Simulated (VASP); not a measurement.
A run of VASP 6.6.1 is set up as follows.

File INCAR:

```
SYSTEM = NbTc
  PREC = Accurate
  ENCUT = 520
  EDIFF = 1E-7
  ISMEAR = 0
  SIGMA = 0.1
  LREAL = .FALSE.
  LASPH = .TRUE.
  NELM = 100
  ALGO = Normal
  ISIF = 2
  LWAVE = .FALSE.
  LCHARG = .FALSE.
  NBANDS = 20
```

Contents of KPOINTS:

```
regular mesh
0
G
  11 11 7
  0 0 0
```

POSCAR

```
NbTc
1.0
    1.5558173208     -2.2390650215      0.0000000000
    1.5558173208      2.2390650215      0.0000000000
    0.0000000000      0.0000000000      4.3290614968
Nb Tc
1 1
Direct
    0.0000000000      0.0000000000      0.0000000000
    0.5000000000      0.5000000000      0.5000000000
```

Potentials or basis: VASP PAW LDA potentials, release 64 (Nb_sv, Tc_pv).

Command:

```console
$ cat potpaw_LDA.64/Nb_sv/POTCAR potpaw_LDA.64/Tc_pv/POTCAR > POTCAR
$ mpirun -np 1 vasp_std > vasp.out
```

What does it give for the pressure?

5.0 GPa.

Predict the band gap on the k mesh.

zero (bands 13 and 14 overlap by 2.82 eV).

Caveat: the cell stands under pressure.
